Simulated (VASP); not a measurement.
SiC, 6 atoms in the cell. Symmetry: P3_221, No. 154, trigonal system. Conventional cell: a = 4.914 Å, b = 4.914 Å, c = 2.995 Å, α = 90.00°, β = 90.00°, γ = 120.00°. Within 2.5 Å of Si (site symmetry 2) lie 4 C at 1.91 to 1.93 Å. C (site symmetry 2) has 4 Si at 1.91 to 1.93 Å within 2.5 Å. 

* Program: VASP 6.6.1
* Task: single point
* Functional: PBE
* Potentials or basis: VASP PAW PBE potentials, release 64 (Si, C)
* Cutoff: 520 eV
* k mesh: 6 × 6 × 10
* Occupations: gaussian, width 0.02 eV
* Spin: no spin polarisation
* Dipole correction: no
* Further INCAR settings: ALGO = Normal; EDIFF = 1e-06; NBANDS = 21

Potentials or basis: VASP PAW PBE potentials, release 64 (Si, C).

The run is started by

```bash
$ cat potpaw_PBE.64/Si/POTCAR potpaw_PBE.64/C/POTCAR > POTCAR
$ mpirun -np 1 vasp_std > vasp.out
```

Hardware: 1 thread of Intel(R) Xeon(R) 6975P-C (Granite Rapids), with other jobs on the host.

**Question.** How long does it take, and how much memory?

**Answer.** Run time: 54 s on 1 thread of Intel(R) Xeon(R) 6975P-C (Granite Rapids), on a shared host, peak memory 0.21 GiB. Counts: scf iterations 14, k points 54.
